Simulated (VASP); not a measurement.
A run of VASP 6.6.1 is set up as follows.

INCAR

```
  ALGO = Normal
  EDIFF = 1E-6
  ENCUT = 520
  GGA = PE
  ISIF = 2
  ISMEAR = 0
  LASPH = True
  LCHARG = False
  LREAL = False
  LWAVE = False
  NBANDS = 9
  NELM = 100
  PREC = Accurate
  SIGMA = 0.05
```

KPOINTS

```
k-points
0
Gamma
  12 12 12
```

The input POSCAR:

```
MgH2
1.0
    0.0000000000      2.3810671667      2.3810671667
    2.3810671667      0.0000000000      2.3810671667
    2.3810671667      2.3810671667      0.0000000000
Mg H
1 2
Direct
    0.0000000000      0.0000000000      0.0000000000
    0.7500000000      0.7500000000      0.7500000000
    0.2500000000      0.2500000000      0.2500000000
```

Potentials or basis: VASP PAW PBE potentials, release 64 (Mg, H).

Launch:

```console
$ cat potpaw_PBE.64/Mg/POTCAR potpaw_PBE.64/H/POTCAR > POTCAR
$ mpirun -np 1 vasp_std > vasp.out
```

(1) What does it give for the band gap on the k mesh?

(2) Predict the pressure.

## Answers

(1) zero (band 2 reaches 3.86 eV, above the bottom of band 3 at 2.59 eV).

(2) -0.6 GPa.
